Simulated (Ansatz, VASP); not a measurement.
## One calculation of Mo, two programs

```xyz
1
Lattice="0.0000 2.0403 2.0403 2.0403 0.0000 2.0403 2.0403 2.0403 0.0000" Properties=species:S:1:pos:R:3 pbc="T T T"
Mo    0.0000    0.0000    0.0000
```

Change from the starting cell: volume scaled by 1.06, crystal datasets.

Alike in both runs: task electric field gradients; functional PBE; k mesh 18 × 18 × 18; occupations fermi-dirac, width 0.05 eV; no spin polarisation.

```csv
,VASP,Ansatz
version,VASP 6.6.1,Ansatz 0.2.0
potentials or method,"VASP PAW PBE potentials, release 64 (Mo_sv), cutoff 520 eV","all-electron PAW with datasets made for the crystal, scalar-relativistic"
```

VASP gave:

- pressure (GPa): -12.0

Question: Which values does Ansatz return?

Answer: Pressure (GPa): -12.3.

Ansatz ran all-electron here, and VASP with PAW potentials.
